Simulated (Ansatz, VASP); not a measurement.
## Be3Te: VASP beside Ansatz

```
CELL_PARAMETERS angstrom
4.21512 0.00000 0.00000
-2.10756 3.65040 0.00000
0.00000 0.00000 4.42842
ATOMIC_POSITIONS crystal
Be 0.83334 0.16666 0.42735
Be 0.83334 0.66667 0.42735
Be 0.33333 0.16666 0.42735
Te 0.33333 0.66667 0.08376
```

Alike in both runs: functional PBE; k mesh 6 × 6 × 4; occupations gaussian, width 0.2 eV; no spin polarisation.

Ansatz relaxed the structure, and its values are those at the end. VASP's run is a single point on that final structure, the one shown.

|  | VASP | Ansatz |
| --- | --- | --- |
| version | VASP 6.6.1 | Ansatz 0.2.0 |
| potentials or method | VASP PAW PBE potentials, release 64 (Be, Te), cutoff 600 eV | scalar-relativistic, plane waves, PAW |
| valence electrons in the cell | 12 | 22 |

|  | VASP | Ansatz | Ansatz less VASP |
| --- | --- | --- | --- |
| gap on the k mesh at the Fermi level (eV) | none | none | - |
| pressure (GPa) | 0.3 | 0.2 | -0.11 |
| rms of the force components (eV/Å) | 0.005 | 0.007 | +0.0025 |

A gap of «none» marks a metal or a gap that the smearing closes. The functional is the same, so the differences come from potentials, cutoffs and numerics. VASP's potentials hold 12 valence electrons a cell and Ansatz's 22, so a difference there can come from the potentials and not from the codes.

Spin-orbit coupling is off throughout.
